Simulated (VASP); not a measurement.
# AgB2 (P6/mmm) in VASP: vibrations by perturbation theory with PBE

Aim: the vibrations by perturbation theory of AgB2 with PBE.

Program: VASP 6.6.1. These are calculated values, not measurements. Logs are shortened: lines on timing, memory, paths and dates and some standing lists are left out, and cuts for length are marked.

### 1 The cell of the first run

It takes space group P6/mmm (No. 191, hexagonal). Conventional cell: a = 3.027 Å, b = 3.027 Å, c = 4.064 Å, α = 90.00°, β = 90.00°, γ = 120.00°. Ag (site symmetry 6/mmm) has 12 B at 2.68 Å and 6 Ag at 3.03 Å within 3.5 Å. B (site symmetry -6m2) has 3 B at 1.75 Å within 2.3 Å.

### 2 Vibrations by perturbation theory, PBE

The input, INCAR:

```
SYSTEM = AgB2
PREC = Accurate ; ENCUT = 520
EDIFF = 1E-8 ; ISMEAR = 1
SIGMA = 0.1 ; LREAL = .False.
LASPH = .True. ; NELM = 100
ALGO = Normal ; ISIF = 2
LWAVE = .False. ; LCHARG = .True.
GGA = PE ; NBANDS = 16
IBRION = 8 ; NSW = 1
```

The input, KPOINTS:

```
regular mesh
0
Gamma
  10 10 7
  0 0 0
```

The input, POSCAR:

```
AgB2
1.0
    3.0268039300      0.0000000000      0.0000000000
   -1.5134019700      2.6212891000      0.0000000000
    0.0000000000      0.0000000000      4.0639220000
Ag B
1 2
Direct
    0.0000000000      0.0000000000      0.0000000000
    0.3333333285      0.6666666679      0.5000000000
    0.6666666696      0.3333333282      0.5000000000
```

Potentials or basis: VASP PAW PBE potentials, release 64 (Ag, B).

Launch:

```bash
$ cat potpaw_PBE.64/Ag/POTCAR potpaw_PBE.64/B/POTCAR > POTCAR
$ mpirun -np 1 vasp_std > vasp.out
```

OUTCAR:

```text
SYSTEM = AgB2
   PREC = Accurate
   ENCUT = 520
   EDIFF = 1E-8
   ISMEAR = 1
   LREAL = .False.
   LASPH = .True.
   NELM = 100
   ISIF = 2
   GGA = PE
   IBRION = 8
   NSW = 1

 ion  position               nearest neighbor table
   1  0.000  0.000  0.000-   3 2.68   3 2.68   2 2.68   2 2.68   2 2.68   2 2.68   3 2.68   3 2.68
                             2 2.68   2 2.68   3 2.68   3 2.68
   2  0.333  0.667  0.500-   3 1.75   3 1.75   3 1.75   1 2.68   1 2.68   1 2.68   1 2.68   1 2.68
                             1 2.68
   3  0.667  0.333  0.500-   2 1.75   2 1.75   2 1.75   1 2.68   1 2.68   1 2.68   1 2.68   1 2.68
                             1 2.68

  LATTYP: Found a hexagonal cell.
 ALAT       =     3.0268039300
 C/A-ratio  =     1.3426446159

  Lattice vectors:

 A1 = (   3.0268039300,   0.0000000000,   0.0000000000)
 A2 = (  -1.5134019700,   2.6212891000,   0.0000000000)
 A3 = (   0.0000000000,   0.0000000000,   4.0639220000)

Analysis of symmetry for initial positions (statically):
=====================================================================
 Subroutine PRICEL returns:
 Original cell was already a primitive cell.

 Routine SETGRP: Setting up the symmetry group for a
 hexagonal supercell.

 Subroutine GETGRP returns: Found 24 space group operations
 (whereof 24 operations were pure point group operations)
 out of a pool of 24 trial point group operations.

The static configuration has the point symmetry D_6h.

Analysis of symmetry for dynamics (positions and initial velocities):
=====================================================================
 Subroutine PRICEL returns:
 Original cell was already a primitive cell.

 Routine SETGRP: Setting up the symmetry group for a
 hexagonal supercell.

 Subroutine GETGRP returns: Found 24 space group operations
 (whereof 24 operations were pure point group operations)
 out of a pool of 24 trial point group operations.

The dynamic configuration has the point symmetry D_6h.

 Subroutine INISYM returns: Found 24 space group operations
 (whereof 24 operations are pure point group operations),
 and found     1 'primitive' translations

----------------------------------------------------------------------------------------

                                     Primitive cell

  volume of cell :      32.2437

  direct lattice vectors                    reciprocal lattice vectors
     3.026803930  0.000000000  0.000000000     0.330381493  0.190745844  0.000000000
    -1.513401970  2.621289100  0.000000000     0.000000000  0.381491687  0.000000000
     0.000000000  0.000000000  4.063922000     0.000000000  0.000000000  0.246067715

  length of vectors
     3.026803930  3.026803936  4.063922000     0.381491687  0.381491687  0.246067715

  position of ions in fractional coordinates (direct lattice)
     0.000000000  0.000000000  0.000000000
     0.333333328  0.666666668  0.500000000
     0.666666670  0.333333328  0.500000000

  ion indices of the primitive-cell ions
   primitive index   ion index
                 1           1
                 2           2
                 3           3

----------------------------------------------------------------------------------------

 KPOINTS: regular mesh
[... 102 lines left out ...]
  volume of cell :       32.24
 maximum number of plane-waves:       891
 NGX is ok and might be reduce to    24
   NGX = 11   NGY = 11   NGZ = 15

--------------------------------------- Ionic step        1  -------------------------------------------

 number of electron      16.9999996 magnetization

 Free energy of the ion-electron system (eV)
  ---------------------------------------------------
  ext. energy  EPLUGINS =         0.00000000
  ---------------------------------------------------
  free energy    TOTEN  =       -14.58120130 eV

  energy without entropy =      -14.58071469  energy(sigma->0) =      -14.58103910

 E-fermi :   6.9904     XC(G=0): -11.9775

 val. band max:        6.9700834834   @ k =   0.2000   0.0000   0.0000
 cond. band min:       7.0016898166   @ k =   0.1000   0.1000   0.0000
 fundamental gap:      0.0316063332
 Fermi energy:         6.9903895347

 k-point     1 :       0.0000    0.0000    0.0000
  band No.  band energies     occupation
      1      -5.0346      2.00000
      2       1.3770      2.00000
      3       2.2561      2.00000
      4       2.2561      2.00000
      5       3.1793      2.00000
      6       3.1793      2.00000
[... 433 lines left out ...]
      3       1.5465      2.00000
      4       1.6936      2.00000
      5       2.5700      2.00000
      6       3.5957      2.00000
[... 8 lines left out ...]
     15      20.6537      0.00000
     16      22.5202      0.00000

 [... further k-points ...]

------------------------ aborting loop because EDIFF is reached ----------------------------------------

  FORCE on cell =-STRESS in cart. coord.  units (eV):
  Direction    XX          YY          ZZ          XY          YZ          ZX
  --------------------------------------------------------------------------------------
  -------------------------------------------------------------------------------------
  Total       -0.2153910     -0.2153910     -0.0177443      0.0000000      0.0000000      0.0000000
  in kB      -10.7027039    -10.7027039     -0.8817059      0.0000000      0.0000000      0.0000000
  external PRESSURE =      -7.4290379 kB  Pullay stress =       0.0000000 kB

 VOLUME and BASIS-vectors are now :
 -----------------------------------------------------------------------------
  energy-cutoff  :      520.00
  volume of cell :       32.24
      direct lattice vectors                 reciprocal lattice vectors
     3.026803930  0.000000000  0.000000000     0.330381493  0.190745844  0.000000000
    -1.513401970  2.621289100  0.000000000     0.000000000  0.381491687  0.000000000
     0.000000000  0.000000000  4.063922000     0.000000000  0.000000000  0.246067715

 POSITION                                       TOTAL-FORCE (eV/Angst)
 -----------------------------------------------------------------------------------
      0.00000      0.00000      0.00000        -0.000000      0.000000      0.000000
     -0.00000      1.74753      2.03196        -0.000000     -0.000000      0.000000
      1.51340      0.87376      2.03196         0.000000      0.000000      0.000000
 -----------------------------------------------------------------------------------
    total drift:                               -0.000000      0.000000     -0.000000

  FREE ENERGIE OF THE ION-ELECTRON SYSTEM (eV)
  ---------------------------------------------------
  free  energy   TOTEN  =       -14.5812013000 eV

  energy  without entropy=      -14.5807146928  energy(sigma->0) =      -14.58103910

[... ionic steps 2 to 3 ...]

--------------------------------------- Ionic step        4  -------------------------------------------

------------------------ aborting loop because EDIFF is reached ----------------------------------------
[... 11 lines left out ...]
[... ionic steps 8 to 8 ...]

--------------------------------------- Ionic step        9  -------------------------------------------

 Free energy of the ion-electron system (eV)
  ---------------------------------------------------
  ---------------------------------------------------
  free energy    TOTEN  =        -0.03851163 eV

  energy without entropy =       -0.03851163

------------------------ aborting loop because EDIFF is reached ----------------------------------------

 INTERNAL STRAIN TENSOR  FOR ION    2  DIRECTION 3   (eV/Angst):
 -----------------------------------------------------------------------------
     0.00909 -0.00000  0.00000
    -0.00000  0.00909 -0.00000
     0.00000  0.00000 -0.01816

 INTERNAL STRAIN TENSOR FOR ION    3 for displacements in x,y,z  (eV/Angst):
          X           Y           Z          XY          YZ          ZX
  --------------------------------------------------------------------------------
  x    -0.00000     0.00000     0.00000    12.35878     0.00000     0.00000
  y    12.35878   -12.35878     0.00000     0.00000     0.00000     0.00000
  z     0.00000     0.00000     0.00000     0.00000     0.00000     0.00000

 SECOND DERIVATIVES (NOT SYMMETRIZED)
 ------------------------------------
               1X          1Y          1Z          2X          2Y          2Z          3X          3Y          3Z
  1X     0.145091   -0.000000    0.000000   -0.072545    0.000000    0.000000   -0.072545    0.000000    0.000000
  1Y    -0.000000    0.145091    0.000000    0.000000   -0.072545    0.000000    0.000000   -0.072545    0.000000
  1Z    -0.000000   -0.000000   -5.350290    0.000000    0.000000    2.675145    0.000000    0.000000    2.675145
  2X    -0.077386    0.000000    0.000000   -4.805773    0.000000    0.000000    4.883158   -0.000000    0.000000
  2Y     0.000000   -0.077386    0.000000    0.000000   -4.805773    0.000000   -0.000000    4.883158    0.000000
  2Z     0.000000    0.000000    2.679501    0.000000   -0.000000   -6.859628    0.000000    0.000000    4.180127
  3X    -0.077386    0.000000    0.000000    4.883158   -0.000000    0.000000   -4.805773    0.000000    0.000000
  3Y     0.000000   -0.077386    0.000000   -0.000000    4.883158    0.000000    0.000000   -4.805773    0.000000
  3Z     0.000000    0.000000    2.679501    0.000000    0.000000    4.180127    0.000000   -0.000000   -6.859628

 Eigenvectors and eigenvalues of the dynamical matrix
 ----------------------------------------------------

   1 f  =   15.797833 THz    99.260712 2PiTHz  526.958988 cm-1    65.334558 meV
             X         Y         Z           dx          dy          dz
      0.000000  0.000000  0.000000    -0.000000   -0.000000    0.000000
     -0.000000  1.747526  2.031961     0.000000    0.000000   -0.707107
      1.513402  0.873763  2.031961    -0.000000   -0.000000    0.707107
[... 43 lines left out ...]
   9 f/i=    1.441684 THz     9.058365 2PiTHz   48.089390 cm-1     5.962322 meV
             X         Y         Z           dx          dy          dz
      0.000000  0.000000  0.000000    -0.165006    0.362015    0.000000
     -0.000000  1.747526  2.031961     0.269062   -0.590309    0.000000
      1.513402  0.873763  2.031961     0.269062   -0.590309    0.000000

--------------------------------------------------------------------------------------------------------

 ELASTIC MODULI CONTR FROM IONIC RELAXATION (kBar)
 Direction    XX          YY          ZZ          XY          YZ          ZX
 --------------------------------------------------------------------------------
 XX       -1566.6472   1566.6472      0.0000      0.0000      0.0000      0.0000
 YY        1566.6472  -1566.6472     -0.0000      0.0000     -0.0000      0.0000
 ZZ           0.0000     -0.0000     -0.0000     -0.0000     -0.0000      0.0000
 XY           0.0000      0.0000     -0.0000  -1566.6472     -0.0000      0.0000
 YZ           0.0000     -0.0000     -0.0000     -0.0000     -0.0000      0.0000
 ZX           0.0000      0.0000      0.0000      0.0000      0.0000      0.0000
 --------------------------------------------------------------------------------
```

Run time: 3.7 min. Hardware: 1 thread of Intel Xeon Platinum 8259CL at 2.50GHz (Skylake/Cascade Lake), shared host; peak memory 0.38 GiB.

Results:

- Highest phonon frequency at Γ: 527 cm⁻¹
- Most unstable mode: 48i cm⁻¹

Phonon frequencies in cm⁻¹ (negative: imaginary):
```tsv
q point	frequencies
(0.000, 0.000, 0.000)	-48 -48 0 1 1 284 494 494 527
```

Caveat: some modes are imaginary.
